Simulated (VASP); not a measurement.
# Ta (Pm-3m) in VASP: further runs

Ta is run at these levels: PBEsol; tasks: single point.

Everything below comes from runs of VASP 6.6.1. Logs are shortened: lines on timing, memory, paths and dates and some standing lists are left out, and cuts for length are marked.

## (1) The cell of the first run

Symmetry: Pm-3m, No. 221, cubic system. The conventional cell has a = 2.498 Å, b = 2.498 Å, c = 2.498 Å, α = 90.00°, β = 90.00°, γ = 90.00°. Within 3.3 Å of Ta (site symmetry m-3m) lie 6 Ta at 2.50 Å.

## (2) Single point, PBEsol

Contents of INCAR:

```
ALGO = Normal
EDIFF = 1E-6
ENCUT = 520
GGA = PS
ISIF = 2
ISMEAR = -1
LASPH = True
LCHARG = False
LREAL = False
LWAVE = False
NBANDS = 12
NELM = 100
PREC = Accurate
SIGMA = 0.05
```

Contents of KPOINTS:

```
k-points
0
Gamma
  15 15 15
```

Contents of POSCAR:

```
Ta
1.0
    2.4982785889      0.0000000000      0.0000000000
    0.0000000000      2.4982785889      0.0000000000
    0.0000000000      0.0000000000      2.4982785889
Ta
1
Direct
    0.0000000000      0.0000000000      0.0000000000
```

Potentials or basis: VASP PAW PBE potentials, release 64 (Ta_pv).

Started as:

```
$ cat potpaw_PBE.64/Ta_pv/POTCAR > POTCAR
$ mpirun -np 1 vasp_std > vasp.out
```

OUTCAR:

```text
EDIFF = 1E-6
   ENCUT = 520
   GGA = PS
   ISIF = 2
   ISMEAR = -1
   LASPH = True
   LREAL = False
   NELM = 100
   PREC = Accurate

 ion  position               nearest neighbor table
   1  0.000  0.000  0.000-

  LATTYP: Found a simple cubic cell.
 ALAT       =     2.4982785889

  Lattice vectors:

 A1 = (   2.4982785889,   0.0000000000,   0.0000000000)
 A2 = (   0.0000000000,   2.4982785889,   0.0000000000)
 A3 = (   0.0000000000,   0.0000000000,   2.4982785889)

Analysis of symmetry for initial positions (statically):
=====================================================================
 Subroutine PRICEL returns:
 Original cell was already a primitive cell.

 Routine SETGRP: Setting up the symmetry group for a
 simple cubic supercell.

 Subroutine GETGRP returns: Found 48 space group operations
 (whereof 48 operations were pure point group operations)
 out of a pool of 48 trial point group operations.

The static configuration has the point symmetry O_h .

Analysis of symmetry for dynamics (positions and initial velocities):
=====================================================================
 Subroutine PRICEL returns:
 Original cell was already a primitive cell.

 Routine SETGRP: Setting up the symmetry group for a
 simple cubic supercell.

 Subroutine GETGRP returns: Found 48 space group operations
 (whereof 48 operations were pure point group operations)
 out of a pool of 48 trial point group operations.

The dynamic configuration has the point symmetry O_h .

 Subroutine INISYM returns: Found 48 space group operations
 (whereof 48 operations are pure point group operations),
 and found     1 'primitive' translations

----------------------------------------------------------------------------------------

                                     Primitive cell

  volume of cell :      15.5927

  direct lattice vectors                    reciprocal lattice vectors
     2.498278589  0.000000000  0.000000000     0.400275616  0.000000000  0.000000000
     0.000000000  2.498278589  0.000000000     0.000000000  0.400275616  0.000000000
     0.000000000  0.000000000  2.498278589     0.000000000  0.000000000  0.400275616

  length of vectors
     2.498278589  2.498278589  2.498278589     0.400275616  0.400275616  0.400275616

  position of ions in fractional coordinates (direct lattice)
     0.000000000  0.000000000  0.000000000

  ion indices of the primitive-cell ions
   primitive index   ion index
                 1           1

[... 78 lines left out ...]
   ISYM   =      2    0-nonsym 1-usesym 2-fastsym
   POTIM  = 0.5000    time-step for ionic-motion
   TEBEG  =    0.0;   TEEND  =   0.0 temperature during run
   PSTRESS=    0.0 pullay stress
   NELECT =      11.0000    total number of electrons
   NUPDOWN=      -1.0000    fix difference up-down
   EMIN   =  10.00;   EMAX   =-10.00  energy-range for DOS
   EFERMI =   0.00;   METHOD = LEGACY
   ISMEAR =    -1;   SIGMA  =   0.05  broadening in eV -4-tet -1-fermi 0-gaus
   EFERMI_NEDOS =   21; number of points for ismear=-14 and -15
   IALGO  =     38    algorithm
   IMIX   =      4    mixing-type and parameters
     AMIX     =   0.40;   BMIX     =  1.00
     AMIX_MAG =   1.60;   BMIX_MAG =  1.00
  volume/ion in A,a.u.               =      15.59       105.23
  Fermi-wavevector in a.u.,A,eV,Ry     =   1.457353  2.753998 28.897125  2.123879
  Thomas-Fermi vector in A             =   2.574165
   LORBIT       =      0    0 simple, 1 ext, 2 COOP (PROOUT), +10 PAW based schemes
   GGA     = PS    functional components
   LHFCALC =     F    Hartree Fock is set to
   AEXX    =    0.0000 exact exchange contribution
   IVDW    =     0    specifies the selected vdW correction
   LEPSILON=     F    determine dielectric tensor
   LRPA    =     F    only Hartree local field effects (RPA)
 non-spin polarized calculation
  energy-cutoff  :      520.00
  volume of cell :       15.59
 maximum number of plane-waves:       441
 NGX is ok and might be reduce to    20
   NGX =  9   NGY =  9   NGZ =  9

 number of electron      10.9999996 magnetization

 Free energy of the ion-electron system (eV)
  ---------------------------------------------------
  ext. energy  EPLUGINS =         0.00000000
  ---------------------------------------------------
  free energy    TOTEN  =       -10.70518864 eV

  energy without entropy =      -10.69351224  energy(sigma->0) =      -10.69935044

 E-fermi :   6.6443     XC(G=0): -13.3724

 val. band max:        6.6102039685   @ k =   0.4000   0.2000   0.0000
 cond. band min:       6.6465859854   @ k =   0.4000   0.2000   0.0667
 fundamental gap:      0.0363820169
 Fermi energy:         6.6442745308

 k-point     1 :       0.0000    0.0000    0.0000
  band No.  band energies     occupation
      1     -25.8750      2.00000
      2     -25.8750      2.00000
      3     -25.8750      2.00000
      4      -1.6438      2.00000
      5       2.7775      2.00000
      6       2.7775      2.00000
      7      15.0233      0.00000
      8      15.0233      0.00000
      9      15.0233      0.00000
     10      21.6439      0.00000
     11      24.1408      0.00000
     12      24.1408      0.00000
[... 331 lines left out ...]
 k-point    24 :       0.3333    0.2000    0.0000
  band No.  band energies     occupation
      1     -27.7953      2.00000
      2     -26.6372      2.00000
      3     -25.5978      2.00000
      4       2.3720      2.00000
      5       4.6133      2.00000
      6       6.7968      0.09041
      7      10.1228      0.00000
      8      10.7846      0.00000
      9      13.2510      0.00000
     10      19.7804      0.00000
     11      21.6521      0.00000
     12      24.3040      0.00000

 [... further k-points ...]

------------------------ aborting loop because EDIFF is reached ----------------------------------------

  FORCE on cell =-STRESS in cart. coord.  units (eV):
  Direction    XX          YY          ZZ          XY          YZ          ZX
  --------------------------------------------------------------------------------------
  -------------------------------------------------------------------------------------
  Total        5.9526595      5.9526595      5.9526595     -0.0000000      0.0000000      0.0000000
  in kB      611.6444265    611.6444265    611.6444265     -0.0000000      0.0000000      0.0000000
  external PRESSURE =     611.6444265 kB  Pullay stress =       0.0000000 kB

 VOLUME and BASIS-vectors are now :
 -----------------------------------------------------------------------------
  energy-cutoff  :      520.00
  volume of cell :       15.59
      direct lattice vectors                 reciprocal lattice vectors
     2.498278589  0.000000000  0.000000000     0.400275616  0.000000000  0.000000000
     0.000000000  2.498278589  0.000000000     0.000000000  0.400275616  0.000000000
     0.000000000  0.000000000  2.498278589     0.000000000  0.000000000  0.400275616

 POSITION                                       TOTAL-FORCE (eV/Angst)
 -----------------------------------------------------------------------------------
      0.00000      0.00000      0.00000         0.000000      0.000000      0.000000
 -----------------------------------------------------------------------------------
    total drift:                                0.000000      0.000000      0.000000

  FREE ENERGIE OF THE ION-ELECTRON SYSTEM (eV)
  ---------------------------------------------------
  free  energy   TOTEN  =       -10.7051886372 eV

  energy  without entropy=      -10.6935122397  energy(sigma->0) =      -10.69935044
```

It took 20 s on 1 thread of Intel Xeon 8259CL, shared host; peak memory 0.14 GiB.

What came out:

* Free energy: -10.7052 eV
* Pressure: 61.2 GPa

Caveat: the PAW data sets were made with another functional, which shifts forces and pressure a little; spin-orbit coupling is left out, which moves the levels of the heavy elements.

## (3) Single point, PBEsol

This run uses another cell than the first one, of 16.58 Å³/atom, 1.063 times its volume.

Contents of INCAR:

```
SYSTEM = Ta
ALGO     = Normal         ! electronic algorithm
EDIFF    = 1E-6           ! SCF threshold, eV
ENCUT    = 520            ! plane-wave cutoff, eV
GGA      = PS             ! functional
ISIF     = 2              ! what is computed and relaxed
ISMEAR   = -1             ! smearing method
LASPH    = .TRUE.         ! aspherical terms in the spheres
LCHARG   = .FALSE.        ! write CHGCAR
LREAL    = .FALSE.        ! projectors in reciprocal space
LWAVE    = .FALSE.        ! write WAVECAR
NBANDS   = 12             ! bands
NELM     = 100            ! most SCF steps
PREC     = Accurate       ! precision mode
SIGMA    = 0.05           ! smearing width, eV
```

Contents of KPOINTS:

```
k-points
0
G
  15 15 15
  0 0 0
```

Contents of POSCAR:

```
Ta
1.0
    2.5497043989      0.0000000000      0.0000000000
    0.0000000000      2.5497043989      0.0000000000
    0.0000000000      0.0000000000      2.5497043989
Ta
1
Direct
    0.0000000000      0.0000000000      0.0000000000
```

Potentials or basis: VASP PAW PBE potentials, release 64 (Ta_pv).

Started as:

```
$ cat potpaw_PBE.64/Ta_pv/POTCAR > POTCAR
$ mpirun -np 1 vasp_std > vasp.out
```

OUTCAR:

```text
SYSTEM = Ta
   EDIFF = 1E-6
   ENCUT = 520
   GGA = PS
   ISIF = 2
   ISMEAR = -1
   LASPH = .TRUE.
   LREAL = .FALSE.
   NELM = 100
   PREC = Accurate

 ion  position               nearest neighbor table
   1  0.000  0.000  0.000-

  LATTYP: Found a simple cubic cell.
 ALAT       =     2.5497043989

  Lattice vectors:

 A1 = (   2.5497043989,   0.0000000000,   0.0000000000)
 A2 = (   0.0000000000,   2.5497043989,   0.0000000000)
 A3 = (   0.0000000000,   0.0000000000,   2.5497043989)

Analysis of symmetry for initial positions (statically):
=====================================================================
 Subroutine PRICEL returns:
 Original cell was already a primitive cell.

 Routine SETGRP: Setting up the symmetry group for a
 simple cubic supercell.

 Subroutine GETGRP returns: Found 48 space group operations
 (whereof 48 operations were pure point group operations)
 out of a pool of 48 trial point group operations.

The static configuration has the point symmetry O_h .

Analysis of symmetry for dynamics (positions and initial velocities):
=====================================================================
[... 160 lines left out ...]
 fundamental gap:      0.0183433126
 Fermi energy:         6.0607563740

 k-point     1 :       0.0000    0.0000    0.0000
  band No.  band energies     occupation
      1     -26.6146      2.00000
      2     -26.6146      2.00000
      3     -26.6146      2.00000
      4      -1.9907      2.00000
      5       2.5475      2.00000
      6       2.5475      2.00000
      7      13.9282      0.00000
      8      13.9282      0.00000
      9      13.9282      0.00000
     10      20.9572      0.00000
     11      22.8642      0.00000
     12      22.8642      0.00000
[... 331 lines left out ...]
 k-point    24 :       0.3333    0.2000    0.0000
  band No.  band energies     occupation
      1     -28.2361      2.00000
      2     -27.2554      2.00000
      3     -26.3838      2.00000
      4       1.8995      2.00000
      5       4.2212      2.00000
      6       6.1950      0.12766
      7       9.3023      0.00000
      8      10.0494      0.00000
      9      12.3128      0.00000
     10      18.6085      0.00000
     11      20.9603      0.00000
     12      22.9950      0.00000

 [... further k-points ...]
[... 5 lines left out ...]
  --------------------------------------------------------------------------------------
  -------------------------------------------------------------------------------------
  Total        4.2217034      4.2217034      4.2217034     -0.0000000      0.0000000     -0.0000000
  in kB      408.0644876    408.0644876    408.0644876     -0.0000000      0.0000000     -0.0000000
  external PRESSURE =     408.0644876 kB  Pullay stress =       0.0000000 kB

 VOLUME and BASIS-vectors are now :
 -----------------------------------------------------------------------------
  energy-cutoff  :      520.00
  volume of cell :       16.58
      direct lattice vectors                 reciprocal lattice vectors
     2.549704399  0.000000000  0.000000000     0.392202328  0.000000000  0.000000000
     0.000000000  2.549704399  0.000000000     0.000000000  0.392202328  0.000000000
     0.000000000  0.000000000  2.549704399     0.000000000  0.000000000  0.392202328

 POSITION                                       TOTAL-FORCE (eV/Angst)
 -----------------------------------------------------------------------------------
      0.00000      0.00000      0.00000         0.000000      0.000000      0.000000
 -----------------------------------------------------------------------------------
    total drift:                               -0.000000      0.000000      0.000000

  FREE ENERGIE OF THE ION-ELECTRON SYSTEM (eV)
  ---------------------------------------------------
  free  energy   TOTEN  =       -11.0151321155 eV

  energy  without entropy=      -11.0021874132  energy(sigma->0) =      -11.00865976
```

OSZICAR:

```text
N       E                     dE             d eps       ncg     rms          rms(c)
DAV:   1     0.636529508826E+02    0.63653E+02   -0.60574E+03  2900   0.884E+02
DAV:   2    -0.102499816244E+02   -0.73903E+02   -0.71569E+02  3196   0.249E+02
DAV:   3    -0.113071665811E+02   -0.10572E+01   -0.10500E+01  3384   0.282E+01
DAV:   4    -0.113096512845E+02   -0.24847E-02   -0.24846E-02  3100   0.153E+00
DAV:   5    -0.113096580360E+02   -0.67515E-05   -0.67521E-05  3360   0.773E-02    0.170E+01
DAV:   6    -0.110881371337E+02    0.22152E+00   -0.17803E-01  3252   0.410E+00    0.899E+00
DAV:   7    -0.110173956810E+02    0.70741E-01   -0.14816E-01  3260   0.363E+00    0.635E-01
DAV:   8    -0.110151709231E+02    0.22248E-02   -0.58787E-03  3032   0.763E-01    0.554E-02
DAV:   9    -0.110151317865E+02    0.39137E-04   -0.10471E-04  3188   0.111E-01    0.252E-02
DAV:  10    -0.110151321155E+02   -0.32897E-06   -0.27261E-06  3160   0.168E-02
   1 F= -.11015132E+02 E0= -.11008660E+02  d E =-.129447E-01
```

stdout:

```text
POSCAR found type information on POSCAR Ta
 POSCAR found :  1 types and       1 ions
 scaLAPACK will be used
 -----------------------------------------------------------------------------
|                                                                             |
|                                                                             |
|     You enforced a specific xc type in the INCAR file but a different       |
|     I HOPE YOU KNOW WHAT YOU ARE DOING!                                     |
|                                                                             |
 -----------------------------------------------------------------------------

 LDA part: xc-table for (Slater+PW92), standard interpolation
 POSCAR, INCAR and KPOINTS ok, starting setup
 FFT: planning ... GRIDC
 FFT: planning ... GRID_SOFT
 FFT: planning ... GRID
 WAVECAR not read
 entering main loop
```

Run time: 22 s. Hardware: 1 thread of Intel Xeon 8259CL, shared host; peak memory 0.14 GiB.

Results:

```
Free energy : -11.0151 eV
Pressure    : 40.8 GPa
```

Levels at points of the mesh, in eV from the Fermi level:
```
           k point  band 3  band 4  band 5  band 6  band 7  band 8  band 9  band 10
(0.00, 0.00, 0.00)  -32.68   -8.05   -3.51   -3.51    7.87    7.87    7.87    14.90
```

Caveat: the PAW data sets were made with another functional, which shifts forces and pressure a little; spin-orbit coupling is left out, which moves the levels of the heavy elements.

## (4) Single point, PBEsol

This run uses another cell than the first one, of 17.92 Å³/atom, 1.149 times its volume.

Contents of INCAR:

```
SYSTEM = Ta
ALGO = Normal
EDIFF = 1E-6
ENCUT = 520
GGA = PS
ISIF = 2
ISMEAR = -1
LASPH = .TRUE.
LCHARG = .FALSE.
LREAL = .FALSE.
LWAVE = .FALSE.
NBANDS = 12
NELM = 60
PREC = Accurate
SIGMA = 0.05
```

KPOINTS is that of step 3.

Contents of POSCAR:

```
Ta
1.0
    2.6170294726      0.0000000000      0.0000000000
    0.0000000000      2.6170294726      0.0000000000
    0.0000000000      0.0000000000      2.6170294726
Ta
1
Direct
    0.0000000000      0.0000000000      0.0000000000
```

Started as:

```
$ cat potpaw_PBE.64/Ta_pv/POTCAR > POTCAR
$ mpirun -np 1 vasp_std > vasp.out
```

Wall time 25 s (1 thread of Intel Xeon 8259CL, shared host); peak memory 0.14 GiB.

It converged, with:

- Free energy: -11.2681 eV
- Pressure: 20.5 GPa

Levels at points of the mesh, in eV from the Fermi level:
```tsv
k point	band 3	band 4	band 5	band 6	band 7	band 8	band 9	band 10
(0.00, 0.00, 0.00)	-32.90	-7.76	-3.12	-3.12	7.22	7.22	7.22	14.72
```

Caveat: the PAW data sets were made with another functional, which shifts forces and pressure a little; spin-orbit coupling is left out, which moves the levels of the heavy elements.

## (5) Summary

```tsv
cell	gap on the mesh (eV)	pressure (GPa)
a = 2.498 Å, 1 atom	none	61.2
a = 2.550 Å, 1 atom	none	40.8
a = 2.617 Å, 1 atom	none	20.5
```

Alike in all rows: task single point; level PBEsol; potentials or basis VASP PAW PBE potentials, release 64 (Ta_pv); no spin polarisation; k mesh 15 × 15 × 15; cutoff (eV) 520; smearing fermi-dirac 0.05 eV.

Caveats: the PAW data sets were made with another functional, which shifts forces and pressure a little; spin-orbit coupling is left out, which moves the levels of the heavy elements.

Total energies depend on the potentials used, so only differences within one code and one set of settings carry meaning.
